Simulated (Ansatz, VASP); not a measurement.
Two plane-wave programs on Si2P3

```
CELL_PARAMETERS angstrom
2.26778 -2.35523 0.00000
2.26778 2.35523 0.00000
0.00000 0.00000 7.62693
ATOMIC_POSITIONS crystal
Si 0.00000 0.00000 0.50000
Si 0.50000 0.50000 0.00000
P 0.50000 0.50000 0.34514
P 0.50000 0.50000 0.65486
P 0.00000 0.00000 0.00000
```

Alike in both runs: functional PBE; k mesh 4 × 4 × 2; occupations gaussian, width 0.2 eV; no spin polarisation.

Ansatz relaxed the structure, and its values are those at the end. VASP's run is a single point on that final structure, the one shown.

|  | VASP | Ansatz |
| --- | --- | --- |
| version | VASP 6.6.1 | Ansatz 0.2.0 |
| potentials or method | VASP PAW PBE potentials, release 64 (Si, P), cutoff 500 eV | scalar-relativistic, plane waves, PAW |
| valence electrons in the cell | 23 | 23 |

```csv
,VASP,Ansatz,Ansatz less VASP
gap on the k mesh at the Fermi level (eV),none,none,-
pressure (GPa),0.1,0.3,+0.15
rms of the force components (eV/Å),0.010,0.006,-0.0042
```

A gap of «none» marks a metal or a gap that the smearing closes.

The k mesh is coarse, so the values compare programs but aren't converged.
